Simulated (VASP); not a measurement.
# C (Fddd) in VASP: a series of runs, part 2 of 3

VASP 6.6.1.

### Step 3. Single point, LDA

Contents of INCAR:

```
SYSTEM = C
  ALGO = Normal
  EDIFF = 1E-7
  ENCUT = 520
  ISIF = 2
  ISMEAR = 0
  LASPH = .True.
  LCHARG = .False.
  LREAL = .False.
  LWAVE = .False.
  NBANDS = 11
  NELM = 60
  PREC = Accurate
  SIGMA = 0.05
```

Contents of KPOINTS:

```
k-points
0
Gamma
  12 12 12
  0 0 0
```

Contents of POSCAR:

```
C
1.0
    0.0000000000      1.8982028646      1.7657701066
    1.6333373486      0.0000000000      1.7657701066
    1.6333373486      1.8982028646      0.0000000000
C
2
Direct
    0.5000000000      0.5000000000      0.5000000000
    0.7500000000      0.7500000000      0.7500000000
```

Potentials or basis: VASP PAW LDA potentials, release 64 (C).

Launch:

```bash
$ cat potpaw_LDA.64/C/POTCAR > POTCAR
$ mpirun -np 1 vasp_std > vasp.out
```

OUTCAR:

```text
SYSTEM = C
   EDIFF = 1E-7
   ENCUT = 520
   ISIF = 2
   ISMEAR = 0
   LASPH = .True.
   LREAL = .False.
   NELM = 60
   PREC = Accurate

 ion  position               nearest neighbor table
   1  0.500  0.500  0.500-   2 1.53   2 1.53   2 1.53   2 1.53
   2  0.750  0.750  0.750-   1 1.53   1 1.53   1 1.53   1 1.53

  LATTYP: Found a face centered orthorhombic cell.
 ALAT       =     3.2666746972
 B/A-ratio  =     1.0810810811
 C/A-ratio  =     1.1621621622

  Lattice vectors:

 A1 = (   0.0000000000,   1.8982028646,  -1.7657701066)
 A2 = (   1.6333373486,   1.8982028646,   0.0000000000)
 A3 = (   1.6333373486,   0.0000000000,  -1.7657701066)

Analysis of symmetry for initial positions (statically):
=====================================================================
 Subroutine PRICEL returns:
 Original cell was already a primitive cell.

 Routine SETGRP: Setting up the symmetry group for a
 face centered orthorhombic supercell.

 Subroutine GETGRP returns: Found  8 space group operations
 (whereof  4 operations were pure point group operations)
 out of a pool of  8 trial point group operations.

The static configuration has the point symmetry D_2 .
 The point group associated with its full space group is D_2h.

Analysis of symmetry for dynamics (positions and initial velocities):
=====================================================================
 Subroutine PRICEL returns:
 Original cell was already a primitive cell.

 Routine SETGRP: Setting up the symmetry group for a
 face centered orthorhombic supercell.

 Subroutine GETGRP returns: Found  8 space group operations
 (whereof  4 operations were pure point group operations)
 out of a pool of  8 trial point group operations.

The dynamic configuration has the point symmetry D_2 .
 The point group associated with its full space group is D_2h.

 Subroutine INISYM returns: Found  8 space group operations
 (whereof  4 operations are pure point group operations),
 and found     1 'primitive' translations

----------------------------------------------------------------------------------------

                                     Primitive cell

  volume of cell :      10.9492

  direct lattice vectors                    reciprocal lattice vectors
     0.000000000  1.898202865  1.765770107    -0.306121696  0.263407041  0.283162569
     1.633337349  0.000000000  1.765770107     0.306121696 -0.263407041  0.283162569
     1.633337349  1.898202865  0.000000000     0.306121696  0.263407041 -0.283162569

  length of vectors
     2.592511945  2.405355476  2.504189492     0.493228956  0.493228956  0.493228956

  position of ions in fractional coordinates (direct lattice)
     0.500000000  0.500000000  0.500000000
     0.750000000  0.750000000  0.750000000

  ion indices of the primitive-cell ions
   primitive index   ion index
                 1           1
                 2           2

----------------------------------------------------------------------------------------

 KPOINTS: k-points

Automatic generation of k-mesh.
 Grid dimensions read from file:
 generate k-points for:   12   12   12

 Generating k-lattice:

  Cartesian coordinates                     Fractional coordinates (reciprocal lattice)
    -0.025510141  0.021950587  0.023596881     0.083333333 -0.000000000 -0.000000000
     0.025510141 -0.021950587  0.023596881     0.000000000  0.083333333  0.000000000
     0.025510141  0.021950587 -0.023596881     0.000000000  0.000000000  0.083333333

  Length of vectors
     0.041102413  0.041102413  0.041102413

  Shift w.r.t. Gamma in fractional coordinates (k-lattice)
     0.000000000  0.000000000  0.000000000

 Subroutine IBZKPT returns following result:
 ===========================================

 Found    280 irreducible k-points:

 Following reciprocal coordinates:
            Coordinates               Weight
  0.000000  0.000000  0.000000      1.000000
  0.083333  0.000000 -0.000000      8.000000
  0.166667  0.000000  0.000000      8.000000
  0.250000  0.000000 -0.000000      8.000000
  0.333333  0.000000  0.000000      8.000000
  0.416667 -0.000000 -0.000000      8.000000
[... 16 lines left out ...]
  0.500000  0.166667  0.000000      8.000000
 -0.416667  0.166667  0.000000      8.000000
 [... further k-points ...]
   k-points           NKPTS =    280   k-points in BZ     NKDIM =    280   number of bands    NBANDS=     11
   number of dos      NEDOS =    301   number of ions     NIONS =      2
   total plane-waves  NPLWV =   7200
   dimension x,y,z NGX =    20 NGY =   18 NGZ =   20
   dimension x,y,z NGXF=    40 NGYF=   36 NGZF=   40
   ions per type =               2
   NGX,Y,Z   is equivalent  to a cutoff of  12.83, 12.44, 13.28 a.u.
   NGXF,Y,Z  is equivalent  to a cutoff of  25.65, 24.88, 26.55 a.u.
 SYSTEM =  C
   PREC   = accura    normal or accurate (medium, high low for compatibility)
   ISTART =      0    job   : 0-new  1-cont  2-samecut
   ICHARG =      2    charge: 1-file 2-atom 10-const
   ISPIN  =      1    spin polarized calculation?
   LNONCOLLINEAR =      F non collinear calculations
   LSORBIT =      F    spin-orbit coupling
   LASPH  =      T    aspherical Exc in radial PAW
   ENCUT  =  520.0 eV  38.22 Ry    6.18 a.u.   4.82  4.47  4.66*2*pi/ulx,y,z
   NELM   =     60;   NELMIN=  2; NELMDL= -5     # of ELM steps
   EDIFF  = 0.1E-06   stopping-criterion for ELM
   LREAL  =      F    real-space projection
   EDIFFG = 0.1E-05   stopping-criterion for IOM
   NSW    =      0    number of steps for IOM
   IBRION =     -1    ionic relax: 0-MD 1-quasi-New 2-CG
   NFREE  =      0    steps in history (QN), initial steepest desc. (CG)
   ISIF   =      2    stress and relaxation
   ISYM   =      2    0-nonsym 1-usesym 2-fastsym
   POTIM  = 0.5000    time-step for ionic-motion
   TEBEG  =    0.0;   TEEND  =   0.0 temperature during run
   PSTRESS=    0.0 pullay stress
   NELECT =       8.0000    total number of electrons
   NUPDOWN=      -1.0000    fix difference up-down
   EMIN   =  10.00;   EMAX   =-10.00  energy-range for DOS
   EFERMI =   0.00;   METHOD = LEGACY
   ISMEAR =     0;   SIGMA  =   0.05  broadening in eV -4-tet -1-fermi 0-gaus
   EFERMI_NEDOS =   21; number of points for ismear=-14 and -15
   IALGO  =     38    algorithm
   IMIX   =      4    mixing-type and parameters
     AMIX     =   0.40;   BMIX     =  1.00
     AMIX_MAG =   1.60;   BMIX_MAG =  1.00
  volume/ion in A,a.u.               =       5.47        36.94
  Fermi-wavevector in a.u.,A,eV,Ry     =   1.474497  2.786396 29.580995  2.174142
  Thomas-Fermi vector in A             =   2.589261
   LORBIT       =      0    0 simple, 1 ext, 2 COOP (PROOUT), +10 PAW based schemes
   GGA     = CA    functional components
   LHFCALC =     F    Hartree Fock is set to
   AEXX    =    0.0000 exact exchange contribution
   IVDW    =     0    specifies the selected vdW correction
   LEPSILON=     F    determine dielectric tensor
   LRPA    =     F    only Hartree local field effects (RPA)
 non-spin polarized calculation
 Gauss-broadening in eV      SIGMA  =   0.05
  energy-cutoff  :      520.00
  volume of cell :       10.95
 maximum number of plane-waves:       312
   NGX =  9   NGY =  9   NGZ =  9

 number of electron       8.0000000 magnetization

 Free energy of the ion-electron system (eV)
  ---------------------------------------------------
  ext. energy  EPLUGINS =         0.00000000
  ---------------------------------------------------
  free energy    TOTEN  =       -19.87653397 eV

  energy without entropy =      -19.87653397  energy(sigma->0) =      -19.87653397

 E-fermi :  11.7345     XC(G=0): -13.6884

 val. band max:       11.3568888430   @ k =   0.0000   0.0000   0.0000
 cond. band min:      12.7277804751   @ k =   0.0000   0.4167   0.4167
 fundamental gap:      1.3708916322
 Fermi energy:        11.7345078908

 k-point     1 :       0.0000    0.0000    0.0000
  band No.  band energies     occupation
      1     -11.5219      2.00000
      2       9.0299      2.00000
      3      10.4393      2.00000
      4      11.3569      2.00000
      5      15.1484      0.00000
      6      16.1090      0.00000
      7      16.9951      0.00000
      8      24.3336      0.00000
      9      29.9441      0.00000
     10      33.2273      0.00000
     11      34.4900      0.00000
[... 309 lines left out ...]
 k-point    24 :      -0.4167    0.1667    0.0000
  band No.  band energies     occupation
      1      -5.0060      2.00000
      2      -2.5319      2.00000
      3       4.4673      2.00000
      4       6.7596      2.00000
      5      17.6893      0.00000
      6      19.2377      0.00000
      7      23.5013      0.00000
      8      25.8046      0.00000
      9      29.6451      0.00000
     10      34.6827      0.00000
     11      36.0183      0.00000

 [... further k-points ...]
[... 5 lines left out ...]
  --------------------------------------------------------------------------------------
  -------------------------------------------------------------------------------------
  Total        4.8774085     -4.8776552      0.9492739      0.0000000      0.0000000      0.0000000
  in kB      713.7022031   -713.7383135    138.9055030      0.0000000      0.0000000      0.0000000
  external PRESSURE =      46.2897975 kB  Pullay stress =       0.0000000 kB

 VOLUME and BASIS-vectors are now :
 -----------------------------------------------------------------------------
  energy-cutoff  :      520.00
  volume of cell :       10.95
      direct lattice vectors                 reciprocal lattice vectors
     0.000000000  1.898202865  1.765770107    -0.306121696  0.263407041  0.283162569
     1.633337349  0.000000000  1.765770107     0.306121696 -0.263407041  0.283162569
     1.633337349  1.898202865  0.000000000     0.306121696  0.263407041 -0.283162569

 POSITION                                       TOTAL-FORCE (eV/Angst)
 -----------------------------------------------------------------------------------
      1.63334      1.89820      1.76577         0.000000      0.000000     -0.000000
      2.45001      2.84730      2.64866        -0.000000     -0.000000      0.000000
 -----------------------------------------------------------------------------------
    total drift:                                0.000000     -0.000000      0.000000

  FREE ENERGIE OF THE ION-ELECTRON SYSTEM (eV)
  ---------------------------------------------------
  free  energy   TOTEN  =       -19.8765339704 eV

  energy  without entropy=      -19.8765339704  energy(sigma->0) =      -19.87653397
```

OSZICAR:

```text
N       E                     dE             d eps       ncg     rms          rms(c)
DAV:   1    -0.146227943402E+01   -0.14623E+01   -0.48017E+03  6513   0.702E+02
DAV:   2    -0.203803851477E+02   -0.18918E+02   -0.18252E+02  8024   0.126E+02
DAV:   3    -0.207252460965E+02   -0.34486E+00   -0.34393E+00  7165   0.129E+01
DAV:   4    -0.207258411895E+02   -0.59509E-03   -0.59508E-03  6610   0.672E-01
DAV:   5    -0.207258419750E+02   -0.78544E-06   -0.78551E-06  7030   0.223E-02    0.588E+00
DAV:   6    -0.200954141990E+02    0.63043E+00   -0.33573E-01  6355   0.405E+00    0.341E+00
DAV:   7    -0.198766421313E+02    0.21877E+00   -0.39614E-01  6682   0.441E+00    0.753E-01
DAV:   8    -0.198765471061E+02    0.95025E-04   -0.95668E-03  6637   0.815E-01    0.293E-02
DAV:   9    -0.198765323053E+02    0.14801E-04   -0.36535E-05  6970   0.470E-02    0.203E-02
DAV:  10    -0.198765340113E+02   -0.17060E-05   -0.20825E-06  6724   0.121E-02    0.448E-03
DAV:  11    -0.198765339704E+02    0.40921E-07   -0.77796E-08  4511   0.212E-03
   1 F= -.19876534E+02 E0= -.19876534E+02  d E =-.276289E-29
```

Wall time 14 s (1 thread of Intel Xeon 6975P-C, shared host); peak memory 0.13 GiB.

Results:

* Free energy: -19.8765 eV
* Pressure: 4.6 GPa
* Band gap on the k mesh: 1.37 eV, indirect (least direct gap 3.79 eV)

Stress tensor (GPa, compression positive):
```
 71.37   0.00   0.00
  0.00 -71.37   0.00
  0.00   0.00  13.89
```

Levels at points of the mesh, in eV from the valence-band top:
```csv
k point,band 2,band 3,band 4,band 5,band 6,band 7
"(0.00, 0.00, 0.00)",-2.33,-0.92,0.00,3.79,4.75,5.64
"(0.50, 0.00, 0.00)",-14.79,-5.12,-2.77,5.34,7.46,10.37
"(0.50, 0.50, 0.00)",-13.94,-7.40,-7.40,3.92,3.92,15.00
"(0.50, 0.00, 0.50)",-15.08,-6.33,-6.33,5.59,5.59,15.30
"(0.00, 0.50, 0.50)",-12.64,-8.63,-8.63,1.98,1.98,16.05
```

Caveat: the cell differs from its parent crystal (strain +e along x and -e along y -0.0750, strain +e along z and -e/2 along x and y +0.0000).

[end of part 2 of 3]
